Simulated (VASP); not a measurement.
Wanted: the native input for a VASP 6.6.1 run.

```yaml
Task: single point
Functional: r2SCAN
Potentials_or_basis: VASP PAW PBE potentials, release 64 (Si)
Cutoff: 550 eV
k_mesh: 18 × 18 × 16
Occupations: gaussian, width 0.1 eV
Spin: no spin polarisation
Dipole_correction: no
Further_INCAR_settings: ALGO = Normal; EDIFF = 1e-06; NBANDS = 8
```

The system is Si.

```xyz
1
Lattice="2.6290 0.0000 0.0000 -1.3145 2.2768 0.0000 0.0000 0.0000 2.4938" Properties=species:S:1:pos:R:3 pbc="T T T"
Si    0.0000    0.0000    0.0000
```

This isn't the form of Si at room conditions, which is diamond.

These files were run (other wordings do the same):

POSCAR

```
Si
1.0
    2.6290009029      0.0000000000      0.0000000000
   -1.3145004515      2.2767815685      0.0000000000
    0.0000000000      0.0000000000      2.4937990725
Si
1
Direct
    0.0000000000      0.0000000000      0.0000000000
```

INCAR.step1

```
  PREC = Accurate
  ENCUT = 550
  ISMEAR = 0
  SIGMA = 0.1
  LREAL = F
  LASPH = T
  NELM = 120
  NBANDS = 8
  GGA = PE
  ALGO = Normal
  EDIFF = 1E-5
  LWAVE = T
  LCHARG = F
  GGA_COMPAT = F
```

INCAR.step2

```
  PREC = Accurate
  ENCUT = 550
  EDIFF = 1E-6
  ISMEAR = 0
  SIGMA = 0.1
  LREAL = F
  LASPH = T
  NELM = 120
  ALGO = Normal
  ISIF = 2
  LWAVE = F
  LCHARG = T
  METAGGA = R2SCAN
  LMIXTAU = T
  LELF = T
  LVHAR = T
  NBANDS = 8
  ISTART = 1
  GGA_COMPAT = F
```

KPOINTS

```
regular mesh
0
Gamma
  18 18 16
```

Potentials or basis: VASP PAW PBE potentials, release 64 (Si).

Launch:

```sh
$ cat potpaw_PBE.64/Si/POTCAR > POTCAR
$ cp INCAR.step1 INCAR
$ mpirun -np 1 vasp_std > vasp.out
$ cp INCAR.step2 INCAR
$ mpirun -np 1 vasp_std > vasp.out
```

It gave:

```json
{"Pressure": "-0.1 GPa", "Band gap on the k mesh": "zero (bands 2 and 3 overlap by 12.53 eV)"}
```

Caveat: the PAW data sets were made with another functional, which shifts forces and pressure a little.

Run time: 2.4 min on 1 thread of Intel Xeon 8259CL, with other jobs on the host, peak memory 0.15 GiB.
